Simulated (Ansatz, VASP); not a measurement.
## Two plane-wave programs on PbS

POSCAR

```
PbS
1.0
    3.7017389742      0.0000000000      0.0000000000
    0.0000000000      3.7017389742      0.0000000000
    0.0000000000      0.0000000000      3.7017389742
Pb S
1 1
Direct
    0.0000000000      0.0000000000      0.0000000000
    0.5000000000      0.5000000000      0.5000000000
```

File INCAR.step1:

```
PREC = Accurate
ENCUT = 520
EDIFF = 1E-5
ISMEAR = -1
SIGMA = 0.05
LREAL = False
LASPH = True
NELM = 80
ALGO = Normal
ISIF = 2
LWAVE = True
LCHARG = False
GGA = PE
NBANDS = 17
```

File INCAR.step2:

```
PREC = Accurate
ENCUT = 520
EDIFF = 1E-6
ISMEAR = -1
SIGMA = 0.05
LREAL = False
LASPH = True
NELM = 80
ALGO = Normal
ISIF = 2
LWAVE = False
LCHARG = False
GGA = PE
LHFCALC = True
AEXX = 0.25
PRECFOCK = Normal
ISTART = 1
NBANDS = 17
```

KPOINTS

```
Automatic mesh
0
Gamma
  4 4 4
```

input.yaml

```yaml
crystal:
  lattice:
    - [3.7017389742, 0.0, 0.0]
    - [0.0, 3.7017389742, 0.0]
    - [0.0, 0.0, 3.7017389742]
  atoms:
    - { symbol: Pb, position: [0.0, 0.0, 0.0] }
    - { symbol: S, position: [0.5, 0.5, 0.5] }
hamiltonian:
  xc: pbe0
  pseudopotentials: { kind: paw }
kpoints:
  mp_grid: { grid: [4, 4, 4] }
scf:
  occupations: { method: fermi_dirac, width: 0.05 }
output:
  forces: true
  stress: true
  eigenvalues: true
```

Alike in both runs: task single point; functional PBE0; k mesh 4 × 4 × 4; occupations fermi-dirac, width 0.05 eV; no spin polarisation.

```csv
,VASP,Ansatz
version,VASP 6.6.1,Ansatz 0.2.0
potentials or method,"VASP PAW PBE potentials, release 64 (Pb_d, S)",Ansatz PAW
plane-wave cutoff (eV),520,420
valence electrons in the cell,20,20
```

|  | VASP | Ansatz | Ansatz less VASP |
| --- | --- | --- | --- |
| gap on the k mesh at the Fermi level (eV) | 0.83 | 0.77 | -0.063 |
| least direct gap on the mesh (eV) | 1.57 | 1.50 | -0.072 |
| pressure (GPa) | -3.2 | -3.0 | +0.20 |

The k mesh is coarse, so the values compare programs but aren't converged. Neither program's run includes spin-orbit coupling.
